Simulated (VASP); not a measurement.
# SnO2 (P4_2/nmc) in VASP: further runs

Runs on SnO2. Level: PBE. Tasks: single point.

Everything below comes from runs of VASP 6.6.1. Logs are shortened: lines on timing, memory, paths and dates and some standing lists are left out, and cuts for length are marked.

**1. The cell of the first run**

Symmetry: P4_2/nmc, No. 137, tetragonal system. Conventional cell: a = 3.593 Å, b = 3.593 Å, c = 5.532 Å, α = 90.00°, β = 90.00°, γ = 90.00°. Within 2.7 Å of Sn (site symmetry -4m2) lie 8 O at 2.05 to 2.53 Å. O (site symmetry 2mm) has 4 Sn at 2.05 to 2.53 Å and 4 O at 2.67 Å within 2.7 Å.

**2. Single point, PBE**

Input file INCAR:

```
SYSTEM = SnO2
PREC     = Accurate       ! precision mode
ENCUT    = 520            ! plane-wave cutoff, eV
EDIFF    = 1E-7           ! SCF threshold, eV
ISMEAR   = 0              ! smearing method
SIGMA    = 0.02           ! smearing width, eV
LREAL    = .False.        ! projectors in reciprocal space
LASPH    = .True.         ! aspherical terms in the spheres
NELM     = 100            ! most SCF steps
ALGO     = Normal         ! electronic algorithm
ISIF     = 2              ! what is computed and relaxed
LWAVE    = .False.        ! write WAVECAR
LCHARG   = .False.        ! write CHGCAR
GGA      = PE             ! functional
NBANDS   = 64             ! bands
```

Input file KPOINTS:

```
Automatic mesh
0
Gamma
  6 6 6
  0 0 0
```

Input file POSCAR:

```
SnO2
1.0
    3.5927325899     -3.5927325899      0.0000000000
    3.5927325899      3.5927325899      0.0000000000
    0.0000000000      0.0000000000      5.5318212665
Sn O
4 8
Direct
    0.0000000000      0.5000000000      0.5000000000
    0.5000000000      0.0000000000      0.5000000000
    0.5000000000      0.5000000000      0.0000000000
    0.0000000000      0.0000000000      0.0000000000
    0.2500000000      0.7500000000      0.6768538986
    0.7500000000      0.2500000000      0.6768538986
    0.2500000000      0.2500000000      0.8231461014
    0.7500000000      0.7500000000      0.8231461014
    0.2500000000      0.2500000000      0.3231461014
    0.7500000000      0.7500000000      0.3231461014
    0.7500000000      0.2500000000      0.1768538986
    0.2500000000      0.7500000000      0.1768538986
```

Potentials or basis: VASP PAW PBE potentials, release 64 (Sn_d, O).

Started as:

```sh
$ cat potpaw_PBE.64/Sn_d/POTCAR potpaw_PBE.64/O/POTCAR > POTCAR
$ mpirun -np 1 vasp_std > vasp.out
```

OUTCAR:

```text
SYSTEM = SnO2
   PREC = Accurate
   ENCUT = 520
   EDIFF = 1E-7
   ISMEAR = 0
   LREAL = .False.
   LASPH = .True.
   NELM = 100
   ISIF = 2
   GGA = PE

 ion  position               nearest neighbor table
   1  0.000  0.500  0.500-   5 2.05   6 2.05   9 2.05  10 2.05   7 2.53   8 2.53  11 2.53  12 2.53
                             2 3.59   2 3.59   2 3.59   2 3.59   4 3.76   3 3.76   4 3.76   4 3.76
   2  0.500  0.000  0.500-   5 2.05   6 2.05   9 2.05  10 2.05   7 2.53   8 2.53  11 2.53  12 2.53
                             1 3.59   1 3.59   1 3.59   1 3.59   4 3.76   3 3.76   3 3.76   3 3.76
   3  0.500  0.500  0.000-   7 2.05   8 2.05  11 2.05  12 2.05   9 2.53  10 2.53   5 2.53   6 2.53
                             4 3.59   4 3.59   4 3.59   4 3.59   2 3.76   2 3.76   2 3.76   2 3.76
   4  0.000  0.000  0.000-   7 2.05   8 2.05  11 2.05  12 2.05   9 2.53  10 2.53   5 2.53   6 2.53
                             3 3.59   3 3.59   3 3.59   3 3.59   2 3.76   1 3.76   2 3.76   1 3.76
   5  0.250  0.750  0.677-   1 2.05   2 2.05   3 2.53   4 2.53
   6  0.750  0.250  0.677-   1 2.05   2 2.05   3 2.53   4 2.53
   7  0.250  0.250  0.823-   3 2.05   4 2.05   1 2.53   2 2.53
   8  0.750  0.750  0.823-   3 2.05   4 2.05   1 2.53   2 2.53
   9  0.250  0.250  0.323-   1 2.05   2 2.05   3 2.53   4 2.53
  10  0.750  0.750  0.323-   1 2.05   2 2.05   3 2.53   4 2.53
  11  0.750  0.250  0.177-   3 2.05   4 2.05   1 2.53   2 2.53
  12  0.250  0.750  0.177-   3 2.05   4 2.05   1 2.53   2 2.53

  LATTYP: Found a simple tetragonal cell.
 ALAT       =     5.0808911546
 C/A-ratio  =     1.0887502011

  Lattice vectors:

 A1 = (   3.5927325899,  -3.5927325899,   0.0000000000)
 A2 = (   3.5927325899,   3.5927325899,   0.0000000000)
 A3 = (   0.0000000000,   0.0000000000,   5.5318212665)

Analysis of symmetry for initial positions (statically):
=====================================================================
 Subroutine PRICEL returns following result:

  LATTYP: Found a simple tetragonal cell.
 ALAT       =     3.5927325899
 C/A-ratio  =     1.5397253005

  Lattice vectors:

 A1 = (   0.0000000000,  -3.5927325899,   0.0000000000)
 A2 = (   3.5927325899,   0.0000000000,   0.0000000000)
 A3 = (   0.0000000000,   0.0000000000,   5.5318212665)

   2 primitive cells build up your supercell.

 Routine SETGRP: Setting up the symmetry group for a
 simple tetragonal supercell.

 Subroutine GETGRP returns: Found 16 space group operations
 (whereof  8 operations were pure point group operations)
 out of a pool of 16 trial point group operations.

The static configuration has the point symmetry D_2d.
 The point group associated with its full space group is D_4h.

Analysis of symmetry for dynamics (positions and initial velocities):
=====================================================================
 Subroutine PRICEL returns following result:

  LATTYP: Found a simple tetragonal cell.
 ALAT       =     3.5927325899
 C/A-ratio  =     1.5397253005

  Lattice vectors:

 A1 = (   0.0000000000,  -3.5927325899,   0.0000000000)
 A2 = (   3.5927325899,   0.0000000000,   0.0000000000)
 A3 = (   0.0000000000,   0.0000000000,   5.5318212665)

   2 primitive cells build up your supercell.

 Routine SETGRP: Setting up the symmetry group for a
 simple tetragonal supercell.

 Subroutine GETGRP returns: Found 16 space group operations
 (whereof  8 operations were pure point group operations)
 out of a pool of 16 trial point group operations.

The dynamic configuration has the point symmetry D_2d.
 The point group associated with its full space group is D_4h.

 Subroutine INISYM returns: Found 16 space group operations
 (whereof  8 operations are pure point group operations),
 and found     2 'primitive' translations

----------------------------------------------------------------------------------------

                                     Primitive cell

  volume of cell :      71.4032

  direct lattice vectors                    reciprocal lattice vectors
     0.000000000 -3.592732590  0.000000000     0.000000000 -0.278339669  0.000000000
     3.592732590  0.000000000  0.000000000     0.278339669  0.000000000  0.000000000
     0.000000000  0.000000000  5.531821266     0.000000000  0.000000000  0.180772290

  length of vectors
     3.592732590  3.592732590  5.531821266     0.278339669  0.278339669  0.180772290

  position of ions in fractional coordinates (direct lattice)
     0.500000000  0.500000000  0.500000000
     0.000000000  1.000000000  0.000000000
     0.500000000  1.000000000  0.676853899
     0.000000000  0.500000000  0.823146101
     0.000000000  0.500000000  0.323146101
     0.500000000  1.000000000  0.176853899

  ion indices of the primitive-cell ions
   primitive index   ion index
                 1           1
                 2           3
                 3           5
                 4           7
                 5           9
                 6          11

----------------------------------------------------------------------------------------

 KPOINTS: Automatic mesh

Automatic generation of k-mesh.
 Grid dimensions read from file:
 generate k-points for:    6    6    6

 Generating k-lattice:

  Cartesian coordinates                     Fractional coordinates (reciprocal lattice)
     0.023194972 -0.023194972  0.000000000     0.166666667  0.000000000  0.000000000
     0.023194972  0.023194972  0.000000000     0.000000000  0.166666667  0.000000000
     0.000000000  0.000000000  0.030128715     0.000000000  0.000000000  0.166666667

  Length of vectors
     0.032802645  0.032802645  0.030128715

  Shift w.r.t. Gamma in fractional coordinates (k-lattice)
     0.000000000  0.000000000  0.000000000

 Subroutine IBZKPT returns following result:
 ===========================================

 Found     40 irreducible k-points:

 Following reciprocal coordinates:
            Coordinates               Weight
  0.000000  0.000000  0.000000      1.000000
  0.166667  0.000000  0.000000      4.000000
  0.333333  0.000000  0.000000      4.000000
  0.500000  0.000000  0.000000      2.000000
  0.166667  0.166667  0.000000      4.000000
  0.333333  0.166667  0.000000      8.000000
[... 16 lines left out ...]
  0.333333  0.000000  0.333333      8.000000
  0.500000  0.000000  0.333333      4.000000
 [... further k-points ...]
   k-points           NKPTS =     40   k-points in BZ     NKDIM =     40   number of bands    NBANDS=     64
   number of dos      NEDOS =    301   number of ions     NIONS =     12
   total plane-waves  NPLWV =  67200
   dimension x,y,z NGX =    40 NGY =   40 NGZ =   42
   dimension x,y,z NGXF=    80 NGYF=   80 NGZF=   84
   ions per type =               4   8
   NGX,Y,Z   is equivalent  to a cutoff of  13.09, 13.09, 12.62 a.u.
   NGXF,Y,Z  is equivalent  to a cutoff of  26.18, 26.18, 25.24 a.u.
 SYSTEM =  SnO2
   PREC   = accura    normal or accurate (medium, high low for compatibility)
   ISTART =      0    job   : 0-new  1-cont  2-samecut
   ICHARG =      2    charge: 1-file 2-atom 10-const
   ISPIN  =      1    spin polarized calculation?
   LNONCOLLINEAR =      F non collinear calculations
   LSORBIT =      F    spin-orbit coupling
   LASPH  =      T    aspherical Exc in radial PAW
   ENCUT  =  520.0 eV  38.22 Ry    6.18 a.u.   9.45  9.45 10.29*2*pi/ulx,y,z
   NELM   =    100;   NELMIN=  2; NELMDL= -5     # of ELM steps
   EDIFF  = 0.1E-06   stopping-criterion for ELM
   LREAL  =      F    real-space projection
   EDIFFG = 0.1E-05   stopping-criterion for IOM
   NSW    =      0    number of steps for IOM
   IBRION =     -1    ionic relax: 0-MD 1-quasi-New 2-CG
   NFREE  =      0    steps in history (QN), initial steepest desc. (CG)
   ISIF   =      2    stress and relaxation
   ISYM   =      2    0-nonsym 1-usesym 2-fastsym
   POTIM  = 0.5000    time-step for ionic-motion
   TEBEG  =    0.0;   TEEND  =   0.0 temperature during run
   PSTRESS=    0.0 pullay stress
   NELECT =     104.0000    total number of electrons
   NUPDOWN=      -1.0000    fix difference up-down
   EMIN   =  10.00;   EMAX   =-10.00  energy-range for DOS
   EFERMI =   0.00;   METHOD = LEGACY
   ISMEAR =     0;   SIGMA  =   0.02  broadening in eV -4-tet -1-fermi 0-gaus
   EFERMI_NEDOS =   21; number of points for ismear=-14 and -15
   IALGO  =     38    algorithm
   IMIX   =      4    mixing-type and parameters
     AMIX     =   0.40;   BMIX     =  1.00
     AMIX_MAG =   1.60;   BMIX_MAG =  1.00
  volume/ion in A,a.u.               =      11.90        80.31
  Fermi-wavevector in a.u.,A,eV,Ry     =   1.472889  2.783356 29.516500  2.169402
  Thomas-Fermi vector in A             =   2.587849
   LORBIT       =      0    0 simple, 1 ext, 2 COOP (PROOUT), +10 PAW based schemes
   GGA     = PE    functional components
   LHFCALC =     F    Hartree Fock is set to
   AEXX    =    0.0000 exact exchange contribution
   IVDW    =     0    specifies the selected vdW correction
   LEPSILON=     F    determine dielectric tensor
   LRPA    =     F    only Hartree local field effects (RPA)
 non-spin polarized calculation
 Gauss-broadening in eV      SIGMA  =   0.02
  energy-cutoff  :      520.00
  volume of cell :      142.81
 maximum number of plane-waves:      3870
 NGX is ok and might be reduce to    40
   NGX = 19   NGY = 19   NGZ = 21

 number of electron     104.0000046 magnetization

 Free energy of the ion-electron system (eV)
  ---------------------------------------------------
  ext. energy  EPLUGINS =         0.00000000
  ---------------------------------------------------
  free energy    TOTEN  =       -72.73471927 eV

  energy without entropy =      -72.73471927  energy(sigma->0) =      -72.73471927

 E-fermi :   6.2142     XC(G=0): -11.4055

 val. band max:        6.1109277434   @ k =   0.0000   0.0000   0.0000
 cond. band min:       6.8819410160   @ k =   0.0000   0.0000   0.0000
 fundamental gap:      0.7710132725
 Fermi energy:         6.2141693589

 k-point     1 :       0.0000    0.0000    0.0000
  band No.  band energies     occupation
      1     -14.5165      2.00000
      2     -14.3797      2.00000
      3     -14.3797      2.00000
      4     -14.3055      2.00000
      5     -13.9804      2.00000
      6     -13.9804      2.00000
[... 1597 lines left out ...]
     63      16.1580      0.00000
     64      16.1729      0.00000

 [... further k-points ...]
[... 5 lines left out ...]
  --------------------------------------------------------------------------------------
  -------------------------------------------------------------------------------------
  Total        0.5664690      0.5664690      0.2236334      0.0000000      0.0000000      0.0000000
  in kB        6.3553402      6.3553402      2.5089921      0.0000000      0.0000000      0.0000000
  external PRESSURE =       5.0732242 kB  Pullay stress =       0.0000000 kB

 VOLUME and BASIS-vectors are now :
 -----------------------------------------------------------------------------
  energy-cutoff  :      520.00
  volume of cell :      142.81
      direct lattice vectors                 reciprocal lattice vectors
     3.592732590 -3.592732590  0.000000000     0.139169835 -0.139169835  0.000000000
     3.592732590  3.592732590  0.000000000     0.139169835  0.139169835  0.000000000
     0.000000000  0.000000000  5.531821266     0.000000000  0.000000000  0.180772290

 POSITION                                       TOTAL-FORCE (eV/Angst)
 -----------------------------------------------------------------------------------
      1.79637      1.79637      2.76591        -0.000000     -0.000000     -0.000000
      1.79637     -1.79637      2.76591        -0.000000     -0.000000     -0.000000
      3.59273      0.00000      0.00000         0.000000      0.000000     -0.000000
      0.00000      0.00000      0.00000         0.000000     -0.000000     -0.000000
      3.59273      1.79637      3.74423         0.000000     -0.000000      0.045573
      3.59273     -1.79637      3.74423        -0.000000      0.000000      0.045573
      1.79637      0.00000      4.55350         0.000000      0.000000     -0.045573
      5.38910      0.00000      4.55350         0.000000     -0.000000     -0.045573
      1.79637      0.00000      1.78759        -0.000000     -0.000000     -0.045573
      5.38910      0.00000      1.78759        -0.000000     -0.000000     -0.045573
      3.59273     -1.79637      0.97832         0.000000      0.000000      0.045573
      3.59273      1.79637      0.97832        -0.000000      0.000000      0.045573
 -----------------------------------------------------------------------------------
    total drift:                                0.000000      0.000000     -0.000000

  FREE ENERGIE OF THE ION-ELECTRON SYSTEM (eV)
  ---------------------------------------------------
  free  energy   TOTEN  =       -72.7347192720 eV

  energy  without entropy=      -72.7347192720  energy(sigma->0) =      -72.73471927
```

Run time: 7 min. Hardware: 1 thread of Oxide Virtual Turin-like, shared host; peak memory 0.37 GiB.

Results:

```yaml
Free_energy: -72.7347 eV
Pressure: 0.5 GPa
Largest_force: 0.046 eV/Å
Band_gap_on_the_k_mesh: 0.77 eV
```

Forces in eV/Å, atoms in the order of the input:
```
Sn   0.000  0.000  0.000
Sn   0.000  0.000  0.000
Sn   0.000  0.000  0.000
Sn   0.000  0.000  0.000
O    0.000  0.000  0.046
O    0.000  0.000  0.046
O    0.000  0.000 -0.046
O    0.000  0.000 -0.046
O    0.000  0.000 -0.046
O    0.000  0.000 -0.046
O    0.000  0.000  0.046
O    0.000  0.000  0.046
```

Stress tensor (GPa, compression positive):
```
0.64 0.00 0.00
0.00 0.64 0.00
0.00 0.00 0.25
```

Caveat: spin-orbit coupling is left out, which moves the levels of the heavy elements.

**3. Single point, PBE**

Input file INCAR:

```
PREC = Accurate ; ENCUT = 520
EDIFF = 1E-6 ; ISMEAR = 0
SIGMA = 0.02 ; LREAL = False
LASPH = True ; NELM = 60
ALGO = Normal ; ISIF = 2
LWAVE = False ; LCHARG = False
GGA = PE ; NBANDS = 64
```

Input file KPOINTS:

```
regular mesh
0
Gamma
  6 6 6
```

POSCAR is that of step 2.

Potentials or basis: VASP PAW PBE potentials, release 64 (Sn_d, O).

Started as:

```sh
$ cat potpaw_PBE.64/Sn_d/POTCAR potpaw_PBE.64/O/POTCAR > POTCAR
$ mpirun -np 1 vasp_std > vasp.out
```

Run time: 5.8 min. Hardware: 1 thread of Oxide Virtual Turin-like, shared host; peak memory 0.37 GiB.

It converged, with:

```yaml
Free_energy: -72.7347 eV
Pressure: 0.5 GPa
Largest_force: 0.046 eV/Å
Band_gap_on_the_k_mesh: 0.77 eV
```

Forces in eV/Å, atoms in the order of the input:
```
Sn   0.000  0.000  0.000
Sn   0.000  0.000  0.000
Sn   0.000  0.000  0.000
Sn   0.000  0.000  0.000
O    0.000  0.000  0.046
O    0.000  0.000  0.046
O    0.000  0.000 -0.046
O    0.000  0.000 -0.046
O    0.000  0.000 -0.046
O    0.000  0.000 -0.046
O    0.000  0.000  0.046
O    0.000  0.000  0.046
```

Stress tensor (GPa, compression positive):
```
0.66 0.00 0.00
0.00 0.66 0.00
0.00 0.00 0.27
```

Levels at points of the mesh, in eV from the valence-band top:
| k point | band 48 | band 49 | band 50 | band 51 | band 52 | band 53 | band 54 | band 55 | band 56 | band 57 |
| --- | --- | --- | --- | --- | --- | --- | --- | --- | --- | --- |
| (0.00, 0.00, 0.00) | -0.41 | -0.05 | -0.05 | 0.00 | 0.00 | 0.77 | 4.00 | 5.52 | 5.52 | 7.21 |
| (0.50, 0.00, 0.00) | -0.55 | -0.34 | -0.34 | -0.21 | -0.21 | 3.66 | 3.66 | 4.94 | 4.94 | 7.84 |
| (0.50, 0.50, 0.00) | -1.04 | -0.50 | -0.50 | -0.50 | -0.50 | 4.29 | 4.29 | 4.29 | 4.29 | 7.66 |
| (0.00, 0.00, 0.50) | -0.41 | -0.38 | -0.38 | 0.00 | 0.00 | 3.28 | 3.28 | 5.80 | 5.80 | 6.52 |
| (0.50, 0.00, 0.50) | -1.09 | -0.33 | -0.33 | -0.33 | -0.33 | 4.69 | 4.69 | 4.69 | 4.69 | 8.37 |
| (0.50, 0.50, 0.50) | -1.18 | -1.17 | -1.17 | -1.17 | -1.17 | 4.53 | 4.53 | 4.53 | 4.53 | 8.37 |

Caveat: spin-orbit coupling is left out, which moves the levels of the heavy elements.
